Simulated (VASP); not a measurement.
Wanted: the native input for a VASP 6.6.1 run.

* Task: single point
* Functional: r2SCAN
* Potentials or basis: VASP PAW PBE potentials, release 64 (Al)
* Cutoff: 520 eV
* k mesh: 6 × 6 × 2
* Occupations: fermi-dirac, width 0.15 eV
* Spin: no spin polarisation
* Dipole correction: no
* Further INCAR settings: ALGO = Normal; EDIFF = 1e-06; NBANDS = 14

The system is Al.

```xyz
4
Lattice="2.8318 0.0000 0.0000 -1.4159 2.4524 0.0000 0.0000 0.0000 9.2013" Properties=species:S:1:pos:R:3 pbc="T T T"
Al   -1.3884    2.4425    0.0109
Al    0.0144    1.6404    2.2988
Al    2.8284    0.0004    4.5994
Al    1.4257    0.8311    6.9098
```

These files were run (other wordings do the same):

POSCAR

```
Al
1.0
    2.8317839687      0.0000000000      0.0000000000
   -1.4158919844      2.4523937513      0.0000000000
    0.0000000000      0.0000000000      9.2012745373
Al
4
Direct
    0.0077000000      0.9959600000      0.0011900000
    0.3395200000      0.6689000000      0.2498400000
    0.9988900000      0.0001700000      0.4998700000
    0.6729200000      0.3389000000      0.7509600000
```

INCAR.step1

```
SYSTEM = Al
ALGO = Normal
EDIFF = 1E-4
ENCUT = 520
GGA = PE
ISMEAR = -1
LASPH = .True.
LCHARG = .False.
LREAL = .False.
LWAVE = .True.
NBANDS = 14
NELM = 100
PREC = Accurate
SIGMA = 0.15
```

INCAR.step2

```
SYSTEM = Al
ALGO = Normal
EDIFF = 1E-6
ENCUT = 520
ISIF = 2
ISMEAR = -1
ISTART = 1
LASPH = .True.
LCHARG = .True.
LELF = .True.
LMIXTAU = .True.
LREAL = .False.
LVHAR = .True.
LWAVE = .False.
METAGGA = R2SCAN
NBANDS = 14
NELM = 100
PREC = Accurate
SIGMA = 0.15
```

KPOINTS

```
k-points
0
Gamma
  6 6 2
  0 0 0
```

Potentials or basis: VASP PAW PBE potentials, release 64 (Al).

Command:

```bash
$ cat potpaw_PBE.64/Al/POTCAR > POTCAR
$ cp INCAR.step1 INCAR
$ mpirun -np 1 vasp_std > vasp.out
$ cp INCAR.step2 INCAR
$ mpirun -np 1 vasp_std > vasp.out
```

It gave:

The pressure is 0.1 GPa, the largest force is 0.059 eV/Å and the band gap on the k mesh is zero (bands 6 and 7 overlap by 5.62 eV).

Caveat: the k points lie up to 0.43 Å⁻¹ apart, too coarse for converged energies and pressures of a metal; the PAW data sets were made with another functional, which shifts forces and pressure a little.

Wall time 5.3 min on 1 thread of AMD EPYC 7R13, with other jobs on the host, peak memory 0.17 GiB.
